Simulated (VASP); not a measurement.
# Hg (R-3m) in VASP: further runs

The runs below take Hg through single point, with r2SCAN.

Everything below comes from runs of VASP 6.6.1. Logs are shortened: lines on timing, memory, paths and dates and some standing lists are left out, and cuts for length are marked.

## (1) The cell of the first run

The structure is trigonal, space group R-3m (No. 166). Conventional cell: a = 3.756 Å, b = 3.756 Å, c = 6.464 Å, α = 90.00°, β = 90.00°, γ = 120.00°. Within 4.0 Å of Hg (site symmetry -3m) lie 12 Hg at 3.06 to 3.76 Å.

## (2) Single point, r2SCAN

Input file POSCAR:

```
Hg
1.0
    1.8778599936      1.0841829728      2.1547276236
   -1.8778599936      1.0841829728      2.1547276236
    0.0000000000     -2.1683659456      2.1547276235
Hg
1
Direct
    0.0000000000      0.0000000000      0.0000000000
```

Input file INCAR.step1:

```
  ALGO = Normal
  EDIFF = 1E-4
  ENCUT = 520
  GGA = PE
  ISMEAR = -1
  LASPH = T
  LCHARG = F
  LREAL = F
  LWAVE = T
  NBANDS = 12
  NELM = 100
  PREC = Accurate
  SIGMA = 0.1
```

Input file INCAR.step2:

```
  ALGO = Normal
  EDIFF = 1E-6
  ENCUT = 520
  ISIF = 2
  ISMEAR = -1
  ISTART = 1
  LASPH = T
  LCHARG = F
  LMIXTAU = T
  LREAL = F
  LWAVE = F
  METAGGA = R2SCAN
  NBANDS = 12
  NELM = 100
  PREC = Accurate
  SIGMA = 0.1
```

Input file KPOINTS:

```
k-points
0
Gamma
  16 16 16
```

Potentials or basis: VASP PAW PBE potentials, release 64 (Hg).

The run is started by

```sh
$ cat potpaw_PBE.64/Hg/POTCAR > POTCAR
$ cp INCAR.step1 INCAR
$ mpirun -np 1 vasp_std > vasp.out
$ cp INCAR.step2 INCAR
$ mpirun -np 1 vasp_std > vasp.out
```

OUTCAR:

```text
EDIFF = 1E-6
   ENCUT = 520
   ISIF = 2
   ISMEAR = -1
   ISTART = 1
   LASPH = T
   LREAL = F
   METAGGA = R2SCAN
   NELM = 100
   PREC = Accurate

 ion  position               nearest neighbor table
   1  0.000  0.000  0.000-

  LATTYP: Found a trigonal (rhomboedric) cell.
 ALAT       =     3.0569039903
 COS(alpha) =     0.2452679073

  Lattice vectors:

 A1 = (   1.8778599936,   1.0841829728,   2.1547276236)
 A2 = (  -1.8778599936,   1.0841829728,   2.1547276236)
 A3 = (   0.0000000000,  -2.1683659456,   2.1547276235)

Analysis of symmetry for initial positions (statically):
=====================================================================
 Subroutine PRICEL returns:
 Original cell was already a primitive cell.

 Routine SETGRP: Setting up the symmetry group for a
 trigonal (rhombohedral) supercell.

 Subroutine GETGRP returns: Found 12 space group operations
 (whereof 12 operations were pure point group operations)
 out of a pool of 12 trial point group operations.

The static configuration has the point symmetry D_3d.

Analysis of symmetry for dynamics (positions and initial velocities):
=====================================================================
 Subroutine PRICEL returns:
 Original cell was already a primitive cell.

 Routine SETGRP: Setting up the symmetry group for a
 trigonal (rhombohedral) supercell.

 Subroutine GETGRP returns: Found 12 space group operations
 (whereof 12 operations were pure point group operations)
 out of a pool of 12 trial point group operations.

The dynamic configuration has the point symmetry D_3d.

 Subroutine INISYM returns: Found 12 space group operations
 (whereof 12 operations are pure point group operations),
 and found     1 'primitive' translations

----------------------------------------------------------------------------------------

                                     Primitive cell

  volume of cell :      26.3214

  direct lattice vectors                    reciprocal lattice vectors
     1.877859994  1.084182973  2.154727624     0.266260532  0.153725590  0.154698594
    -1.877859994  1.084182973  2.154727624    -0.266260532  0.153725590  0.154698594
     0.000000000 -2.168365946  2.154727623     0.000000000 -0.307451179  0.154698594

  length of vectors
     3.056903990  3.056903990  3.056903990     0.344177109  0.344177109  0.344177109

  position of ions in fractional coordinates (direct lattice)
     0.000000000  0.000000000  0.000000000

  ion indices of the primitive-cell ions
   primitive index   ion index
                 1           1

----------------------------------------------------------------------------------------

 KPOINTS: k-points

Automatic generation of k-mesh.
 Grid dimensions read from file:
 generate k-points for:   16   16   16

 Generating k-lattice:

  Cartesian coordinates                     Fractional coordinates (reciprocal lattice)
     0.016641283  0.009607849  0.009668662     0.062500000  0.000000000  0.000000000
    -0.016641283  0.009607849  0.009668662     0.000000000  0.062500000  0.000000000
     0.000000000 -0.019215699  0.009668662     0.000000000  0.000000000  0.062500000

  Length of vectors
     0.021511069  0.021511069  0.021511069

  Shift w.r.t. Gamma in fractional coordinates (k-lattice)
     0.000000000  0.000000000  0.000000000

 Subroutine IBZKPT returns following result:
 ===========================================

 Found    417 irreducible k-points:

 Following reciprocal coordinates:
            Coordinates               Weight
  0.000000  0.000000  0.000000      1.000000
  0.062500 -0.000000 -0.000000      6.000000
  0.125000 -0.000000 -0.000000      6.000000
  0.187500 -0.000000  0.000000      6.000000
  0.250000 -0.000000 -0.000000      6.000000
  0.312500 -0.000000  0.000000      6.000000
[... 16 lines left out ...]
 -0.125000  0.062500  0.000000     12.000000
 -0.062500  0.062500  0.000000      6.000000
 [... further k-points ...]
   k-points           NKPTS =    417   k-points in BZ     NKDIM =    417   number of bands    NBANDS=     12
[... 41 lines left out ...]
  ---------------------------------------------------
  ext. energy  EPLUGINS =         0.00000000
  ---------------------------------------------------
  free energy    TOTEN  =       -49.35372414 eV

  energy without entropy =      -49.34468942  energy(sigma->0) =      -49.34920678

 E-fermi :   1.9407     XC(G=0): -10.8073

 val. band max:        1.9326209598   @ k =   0.5000   0.5000   0.3125
 cond. band min:       1.9637328597   @ k =  -0.4375   0.1875   0.1875
 fundamental gap:      0.0311118999
 Fermi energy:         1.9407021349

 k-point     1 :       0.0000    0.0000    0.0000
  band No.  band energies     occupation
      1      -6.7468      2.00000
      2      -6.1032      2.00000
      3      -6.1032      2.00000
      4      -4.5172      2.00000
      5      -4.5172      2.00000
      6      -4.5171      2.00000
      7      13.3302      0.00000
      8      13.3302      0.00000
      9      13.5546      0.00000
     10      17.4606      0.00000
     11      18.9741      0.00000
     12      18.9741      0.00000

 k-point     2 :       0.0625   -0.0000   -0.0000
  band No.  band energies     occupation
      1      -6.6691      2.00000
      2      -6.0983      2.00000
      3      -6.0670      2.00000
      4      -4.5340      2.00000
      5      -4.5262      2.00000
      6      -4.5179      2.00000
      7      12.4428      0.00000
      8      13.3977      0.00000
      9      13.5740      0.00000
     10      17.8682      0.00000
     11      18.9756      0.00000
     12      19.6039      0.00000

 k-point     3 :       0.1250   -0.0000   -0.0000
  band No.  band energies     occupation
      1      -6.4810      2.00000
      2      -6.0853      2.00000
      3      -5.9189      2.00000
      4      -4.5801      2.00000
      5      -4.5486      2.00000
      6      -4.5196      2.00000
      7      10.6437      0.00000
      8      13.5842      0.00000
      9      13.7290      0.00000
     10      18.2576      0.00000
     11      18.9878      0.00000
     12      21.3221      0.00000
[... 286 lines left out ...]
 k-point    23 :      -0.1250    0.0625    0.0000
  band No.  band energies     occupation
      1      -6.3686      2.00000
      2      -6.0552      2.00000
      3      -5.9132      2.00000
      4      -4.5814      2.00000
      5      -4.5454      2.00000
      6      -4.4982      2.00000
      7      10.2814      0.00000
      8      12.2619      0.00000
      9      13.9815      0.00000
     10      18.4582      0.00000
     11      20.1081      0.00000
     12      21.5827      0.00000

 k-point    24 :      -0.0625    0.0625    0.0000
  band No.  band energies     occupation
      1      -6.5661      2.00000
      2      -6.0693      2.00000
      3      -6.0633      2.00000
      4      -4.5391      2.00000
      5      -4.5361      2.00000
      6      -4.5055      2.00000
      7      11.9277      0.00000
      8      12.5510      0.00000
      9      13.6899      0.00000
     10      18.3091      0.00000
     11      19.7431      0.00000
     12      19.8904      0.00000

 [... further k-points ...]

------------------------ aborting loop because EDIFF is reached ----------------------------------------

  FORCE on cell =-STRESS in cart. coord.  units (eV):
  Direction    XX          YY          ZZ          XY          YZ          ZX
  --------------------------------------------------------------------------------------
  -------------------------------------------------------------------------------------
  Total        0.0790604      0.0790604      0.0579891      0.0000000      0.0000000      0.0000000
  in kB        4.8123818      4.8123818      3.5297776      0.0000000      0.0000000      0.0000000
  external PRESSURE =       4.3848471 kB  Pullay stress =       0.0000000 kB

 VOLUME and BASIS-vectors are now :
 -----------------------------------------------------------------------------
  energy-cutoff  :      520.00
  volume of cell :       26.32
      direct lattice vectors                 reciprocal lattice vectors
     1.877859994  1.084182973  2.154727624     0.266260532  0.153725590  0.154698594
    -1.877859994  1.084182973  2.154727624    -0.266260532  0.153725590  0.154698594
     0.000000000 -2.168365946  2.154727623     0.000000000 -0.307451179  0.154698594

 POSITION                                       TOTAL-FORCE (eV/Angst)
 -----------------------------------------------------------------------------------
      0.00000      0.00000      0.00000        -0.000000      0.000000      0.000000
 -----------------------------------------------------------------------------------
    total drift:                                0.000000     -0.000000      0.000000

  FREE ENERGIE OF THE ION-ELECTRON SYSTEM (eV)
  ---------------------------------------------------
  free  energy   TOTEN  =       -49.3537241420 eV

  energy  without entropy=      -49.3446894237  energy(sigma->0) =      -49.34920678
```

Wall time 2.1 min (1 thread of Intel Xeon 6975P-C (Granite Rapids), shared host); peak memory 0.24 GiB.

What came out:

```
Free energy            : -49.3537 eV
Pressure               : 0.4 GPa
Band gap on the k mesh : zero (bands 6 and 7 overlap by 3.21 eV)
```

Caveat: the PAW data sets were made with another functional, which shifts forces and pressure a little; spin-orbit coupling is left out, which moves the levels of the heavy elements.

## (3) Single point, r2SCAN

POSCAR is that of step 2.

Input file INCAR.step1:

```
PREC     = Accurate       # precision mode
ENCUT    = 520            # plane-wave cutoff, eV
ISMEAR   = -1             # smearing method
SIGMA    = 0.1            # smearing width, eV
LREAL    = False          # projectors in reciprocal space
LASPH    = True           # aspherical terms in the spheres
NELM     = 100            # most SCF steps
NBANDS   = 12             # bands
GGA      = PE             # functional
ALGO     = Normal         # electronic algorithm
EDIFF    = 1E-4           # SCF threshold, eV
LWAVE    = True           # write WAVECAR
LCHARG   = False          # write CHGCAR
```

Input file INCAR.step2:

```
PREC     = Accurate       # precision mode
ENCUT    = 520            # plane-wave cutoff, eV
EDIFF    = 1E-6           # SCF threshold, eV
ISMEAR   = -1             # smearing method
SIGMA    = 0.1            # smearing width, eV
LREAL    = False          # projectors in reciprocal space
LASPH    = True           # aspherical terms in the spheres
NELM     = 100            # most SCF steps
ALGO     = Normal         # electronic algorithm
ISIF     = 2              # what is computed and relaxed
LWAVE    = False          # write WAVECAR
LCHARG   = True           # write CHGCAR
METAGGA  = R2SCAN         # meta-GGA
LMIXTAU  = True         
LELF     = True           # ELF
LVHAR    = True         
NBANDS   = 12             # bands
ISTART   = 1
```

Input file KPOINTS:

```
Automatic mesh
0
Gamma
  18 18 18
```

Potentials or basis: VASP PAW PBE potentials, release 64 (Hg).

The run is started by

```sh
$ cat potpaw_PBE.64/Hg/POTCAR > POTCAR
$ cp INCAR.step1 INCAR
$ mpirun -np 1 vasp_std > vasp.out
$ cp INCAR.step2 INCAR
$ mpirun -np 1 vasp_std > vasp.out
```

It took 3.6 min on 1 thread of Intel Xeon 6975P-C (Granite Rapids), shared host; peak memory 0.29 GiB.

It converged, with:

* Free energy: -49.3534 eV
* Pressure: 0.5 GPa
* Band gap on the k mesh: zero (bands 6 and 7 overlap by 3.31 eV)

Stress tensor (GPa, compression positive):
```
0.52 0.00 0.00
0.00 0.52 0.00
0.00 0.00 0.36
```

Levels at points of the mesh, in eV from the Fermi level:
```
           k point  band 3  band 4  band 5  band 6  band 7  band 8  band 9  band 10
(0.00, 0.00, 0.00)   -8.07   -6.48   -6.48   -6.48   11.37   11.37   11.59    15.50
(0.50, 0.00, 0.00)   -6.79   -6.52   -6.46   -2.77   -1.59   12.47   12.52    17.02
(0.50, 0.50, 0.00)   -6.64   -6.55   -5.80    0.34    0.39    3.80    8.95    11.70
(0.50, 0.50, 0.50)   -7.59   -5.84   -5.84    1.12    2.18    7.67    7.67    10.60
```

Caveat: the PAW data sets were made with another functional, which shifts forces and pressure a little; spin-orbit coupling is left out, which moves the levels of the heavy elements.

## (4) Single point, r2SCAN

POSCAR is that of step 3.

Input file INCAR.step1:

```
SYSTEM = Hg
PREC = Accurate ; ENCUT = 520
ISMEAR = -1 ; SIGMA = 0.1
LREAL = .False. ; LASPH = .True.
NELM = 80 ; NBANDS = 12
GGA = PE ; ALGO = Normal
EDIFF = 1E-4 ; LWAVE = .True.
LCHARG = .False.
```

Input file INCAR.step2:

```
SYSTEM = Hg
PREC = Accurate ; ENCUT = 520
EDIFF = 1E-7 ; ISMEAR = -1
SIGMA = 0.1 ; LREAL = .False.
LASPH = .True. ; NELM = 80
ALGO = Normal ; ISIF = 2
LWAVE = .False. ; LCHARG = .True.
METAGGA = R2SCAN ; LMIXTAU = .True.
LELF = .True. ; LVHAR = .True.
NBANDS = 12 ; ISTART = 1
```

Input file KPOINTS:

```
Automatic mesh
0
Gamma
  2 2 2
  0 0 0
```

The run is started by

```sh
$ cat potpaw_PBE.64/Hg/POTCAR > POTCAR
$ cp INCAR.step1 INCAR
$ mpirun -np 1 vasp_std > vasp.out
$ cp INCAR.step2 INCAR
$ mpirun -np 1 vasp_std > vasp.out
```

Run time: 6.4 s. Hardware: 1 thread of AMD EPYC 9R45 (Zen 5), shared host; peak memory 0.11 GiB.

It converged, with:

```yaml
Free_energy: -47.5994 eV
Pressure: 7.2 GPa
Band_gap_on_the_k_mesh: zero (bands 6 and 7 overlap by 2.79 eV)
```

Stress tensor (GPa, compression positive):
```
9.01 0.00 0.00
0.00 9.01 0.00
0.00 0.00 3.52
```

Levels at points of the mesh, in eV from the Fermi level:
```
           k point  band 3  band 4  band 5  band 6  band 7  band 8
(0.00, 0.00, 0.00)   -8.27   -6.74   -6.65   -6.65   11.20   11.20
(0.50, 0.00, 0.00)   -6.95   -6.72   -6.70   -2.97   -1.85   12.23
(0.50, 0.50, 0.00)   -6.80   -6.76   -6.04    0.13    0.20    3.64
(0.50, 0.50, 0.50)   -7.76   -6.08   -6.08    0.94    1.92    7.55
```

Caveat: the k points lie up to 1.08 Å⁻¹ apart, too coarse for converged energies and pressures of a metal; the PAW data sets were made with another functional, which shifts forces and pressure a little; spin-orbit coupling is left out, which moves the levels of the heavy elements.

## (5) Single point, r2SCAN

POSCAR is that of step 4.

Input file INCAR.step1:

```
SYSTEM = Hg
PREC     = Accurate       ! precision mode
ENCUT    = 520            ! plane-wave cutoff, eV
ISMEAR   = -1             ! smearing method
SIGMA    = 0.1            ! smearing width, eV
LREAL    = .False.        ! projectors in reciprocal space
LASPH    = .True.         ! aspherical terms in the spheres
NELM     = 100            ! most SCF steps
NBANDS   = 12             ! bands
GGA      = PE             ! functional
ALGO     = Normal         ! electronic algorithm
EDIFF    = 1E-4           ! SCF threshold, eV
LWAVE    = .True.         ! write WAVECAR
LCHARG   = .False.        ! write CHGCAR
```

Input file INCAR.step2:

```
SYSTEM = Hg
PREC     = Accurate       ! precision mode
ENCUT    = 520            ! plane-wave cutoff, eV
EDIFF    = 1E-6           ! SCF threshold, eV
ISMEAR   = -1             ! smearing method
SIGMA    = 0.1            ! smearing width, eV
LREAL    = .False.        ! projectors in reciprocal space
LASPH    = .True.         ! aspherical terms in the spheres
NELM     = 100            ! most SCF steps
ALGO     = Normal         ! electronic algorithm
ISIF     = 2              ! what is computed and relaxed
LWAVE    = .False.        ! write WAVECAR
LCHARG   = .True.         ! write CHGCAR
METAGGA  = R2SCAN         ! meta-GGA
LMIXTAU  = .True.       
LELF     = .True.         ! ELF
LVHAR    = .True.       
NBANDS   = 12             ! bands
ISTART   = 1
```

Input file KPOINTS:

```
regular mesh
0
Gamma
  3 3 3
  0 0 0
```

The run is started by

```sh
$ cat potpaw_PBE.64/Hg/POTCAR > POTCAR
$ cp INCAR.step1 INCAR
$ mpirun -np 1 vasp_std > vasp.out
$ cp INCAR.step2 INCAR
$ mpirun -np 1 vasp_std > vasp.out
```

It took 6.3 s on 1 thread of AMD EPYC 9R45 (Zen 5), shared host; peak memory 0.11 GiB.

The run converged, but its numbers aren't listed here, since they failed a check.

Caveat: the k points lie up to 0.72 Å⁻¹ apart; the mesh shows a gap though the element is a metal; the PAW data sets were made with another functional, which shifts forces and pressure a little; spin-orbit coupling is left out, which moves the levels of the heavy elements.

## (6) Single point, r2SCAN

POSCAR is that of step 5.

Input file INCAR.step1:

```
SYSTEM = Hg
ALGO = Normal
EDIFF = 1E-4
ENCUT = 520
GGA = PE
ISMEAR = -1
LASPH = .True.
LCHARG = .False.
LREAL = .False.
LWAVE = .True.
NBANDS = 12
NELM = 80
PREC = Accurate
SIGMA = 0.1
```

Input file INCAR.step2:

```
SYSTEM = Hg
ALGO = Normal
EDIFF = 1E-7
ENCUT = 520
ISIF = 2
ISMEAR = -1
ISTART = 1
LASPH = .True.
LCHARG = .True.
LELF = .True.
LMIXTAU = .True.
LREAL = .False.
LVHAR = .True.
LWAVE = .False.
METAGGA = R2SCAN
NBANDS = 12
NELM = 80
PREC = Accurate
SIGMA = 0.1
```

Input file KPOINTS:

```
k-points
0
Gamma
  4 4 4
  0 0 0
```

Potentials or basis: VASP PAW PBE potentials, release 64 (Hg).

The run is started by

```sh
$ cat potpaw_PBE.64/Hg/POTCAR > POTCAR
$ cp INCAR.step1 INCAR
$ mpirun -np 1 vasp_std > vasp.out
$ cp INCAR.step2 INCAR
$ mpirun -np 1 vasp_std > vasp.out
```

Run time: 8.4 s. Hardware: 1 thread of AMD EPYC 9R45 (Zen 5), shared host; peak memory 0.11 GiB.

Results (log left out):

```
Free energy            : -49.2095 eV
Pressure               : 2.9 GPa
Band gap on the k mesh : zero (bands 6 and 7 overlap by 2.73 eV)
```

Stress tensor (GPa, compression positive):
```
0.04 0.00 0.00
0.00 0.04 0.00
0.00 0.00 8.64
```

Levels at points of the mesh, in eV from the Fermi level:
```
           k point  band 3  band 4  band 5  band 6  band 7  band 8  band 9  band 10
(0.00, 0.00, 0.00)   -8.14   -6.57   -6.57   -6.55   11.24   11.24   11.47    15.37
(0.50, 0.00, 0.00)   -6.88   -6.60   -6.54   -2.87   -1.71   12.36   12.38    16.88
(0.50, 0.50, 0.00)   -6.73   -6.63   -5.87    0.23    0.28    3.69    8.83    11.57
(0.50, 0.50, 0.50)   -7.68   -5.91   -5.91    1.03    2.06    7.57    7.57    10.46
```

Caveat: the k points lie up to 0.54 Å⁻¹ apart, too coarse for converged energies and pressures of a metal; the PAW data sets were made with another functional, which shifts forces and pressure a little; spin-orbit coupling is left out, which moves the levels of the heavy elements.

## (7) Overview

```csv
k mesh,gap on the mesh (eV),pressure (GPa)
16 × 16 × 16,none,0.4
18 × 18 × 18,none,0.5
2 × 2 × 2,none,7.2
4 × 4 × 4,none,2.9
```

Alike in all rows: task single point; level r2SCAN; potentials or basis VASP PAW PBE potentials, release 64 (Hg); no spin polarisation; cell as given; cutoff (eV) 520; smearing fermi-dirac 0.1 eV.

Caveats: some runs use coarse meshes; the PAW data sets were made with another functional, which shifts forces and pressure a little; spin-orbit coupling is left out, which moves the levels of the heavy elements.

Total energies depend on the potentials used, so only differences within one code and one set of settings carry meaning.
